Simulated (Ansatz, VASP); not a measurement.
SiC: VASP beside Ansatz

File INCAR:

```
SYSTEM = SiC
ALGO = Normal
EDIFF = 1E-7
ENCUT = 520
GGA = PS
ISIF = 2
ISMEAR = 0
LASPH = .True.
LCHARG = .False.
LREAL = .False.
LWAVE = .False.
NBANDS = 11
NELM = 60
PREC = Accurate
SIGMA = 0.05
```

File KPOINTS:

```
k-points
0
Gamma
  18 18 18
  0 0 0
```

The input POSCAR:

```
SiC
1.0
    0.0000000000      2.0436156628      2.0436156628
    2.0436156628      0.0000000000      2.0436156628
    2.0436156628      2.0436156628      0.0000000000
C Si
1 1
Direct
    0.0000000000      0.0000000000      0.0000000000
    0.5000000000      0.5000000000      0.5000000000
```

Input for Ansatz:

```yaml
crystal:
  lattice:
    - [0.0, 2.0436156628, 2.0436156628]
    - [2.0436156628, 0.0, 2.0436156628]
    - [2.0436156628, 2.0436156628, 0.0]
  atoms:
    - { symbol: C, position: [0.0, 0.0, 0.0] }
    - { symbol: Si, position: [0.5, 0.5, 0.5] }
basis:
  ecutwfc: 420
  ecutrho_ratio: 4
kpoints:
  mp_grid: { grid: [18, 18, 18] }
hamiltonian:
  xc: pbesol
scf:
  occupations: { method: gaussian, width: 0.05 }
output:
  forces: true
  stress: true
  eigenvalues: true
```

Alike in both runs: task single point; functional PBEsol; k mesh 18 × 18 × 18; occupations gaussian, width 0.05 eV; no spin polarisation.

```csv
,VASP,Ansatz
version,VASP 6.6.1,Ansatz 0.2.0
potentials or method,"VASP PAW PBE potentials, release 64 (C, Si), cutoff 520 eV","scalar-relativistic, plane waves, PAW"
valence electrons in the cell,8,8
```

Ansatz gave:

- gap on the k mesh at the Fermi level (eV): none
- pressure (GPa): -9.5

**Question.** Estimate VASP's values.

**Answer.** gap on the k mesh at the Fermi level (eV): none; pressure (GPa): -9.0.

VASP's potentials were made for PBE, not for PBEsol. A gap of «none» marks a metal or a gap that the smearing closes.
